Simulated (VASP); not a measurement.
Write the native input for VASP 6.6.1 that does the following.

* Task: single point
* Functional: HSE06
* Potentials or basis: VASP PAW PBE potentials, release 64 (Te, Be)
* Cutoff: 520 eV
* k mesh: 6 × 6 × 6
* Occupations: fermi-dirac, width 0.05 eV
* Spin: no spin polarisation
* Dipole correction: no
* Grid for exact exchange (PRECFOCK): Normal
* Further INCAR settings: ALGO = Normal; EDIFF = 1e-07; NBANDS = 11
* Share of exact exchange: 0.25
* Screening parameter: 0.2079 1/Å

BeTe:

```xyz
2
Lattice="0.0000 2.7700 2.7700 2.7700 0.0000 2.7700 2.7700 2.7700 0.0000" Properties=species:S:1:pos:R:3 pbc="T T T"
Te    4.1550    4.1550    4.1550
Be    0.0000    0.0000    0.0000
```

These files were run (other wordings do the same):

POSCAR

```
BeTe
1.0
    0.0000000000      2.7700000000      2.7700000000
    2.7700000000      0.0000000000      2.7700000000
    2.7700000000      2.7700000000      0.0000000000
Te Be
1 1
Direct
    0.7500000000      0.7500000000      0.7500000000
    0.0000000000      0.0000000000      0.0000000000
```

INCAR.step1

```
SYSTEM = BeTe
PREC = Accurate ; ENCUT = 520
EDIFF = 1E-5 ; ISMEAR = -1
SIGMA = 0.05 ; LREAL = .FALSE.
LASPH = .TRUE. ; NELM = 80
ALGO = Normal ; ISIF = 2
LWAVE = .TRUE. ; GGA = PE
NBANDS = 11
```

INCAR.step2

```
SYSTEM = BeTe
PREC = Accurate ; ENCUT = 520
EDIFF = 1E-7 ; ISMEAR = -1
SIGMA = 0.05 ; LREAL = .FALSE.
LASPH = .TRUE. ; NELM = 80
ALGO = Normal ; ISIF = 2
LWAVE = .FALSE. ; LCHARG = .TRUE.
GGA = PE ; LHFCALC = .TRUE.
HFSCREEN = 0.2079 ; PRECFOCK = Normal
LELF = .TRUE. ; LVHAR = .TRUE.
ISTART = 1 ; NBANDS = 11
```

KPOINTS

```
regular mesh
0
G
  6 6 6
  0 0 0
```

Potentials or basis: VASP PAW PBE potentials, release 64 (Te, Be).

Run with:

```sh
$ cat potpaw_PBE.64/Te/POTCAR potpaw_PBE.64/Be/POTCAR > POTCAR
$ cp INCAR.step1 INCAR
$ mpirun -np 1 vasp_std > vasp.out
$ cp INCAR.step2 INCAR
$ mpirun -np 1 vasp_std > vasp.out
```

It gave:

```
Pressure               : 3.2 GPa
Band gap on the k mesh : 2.50 eV (least direct gap 4.42 eV)
```

Caveat: the cell stands under pressure; the PAW data sets were made with another functional, which shifts forces and pressure a little; spin-orbit coupling is left out, which moves the levels of the heavy elements.

Wall time 41 min on 1 thread of Intel Xeon 8259CL, on a shared host, peak memory 0.3 GiB.
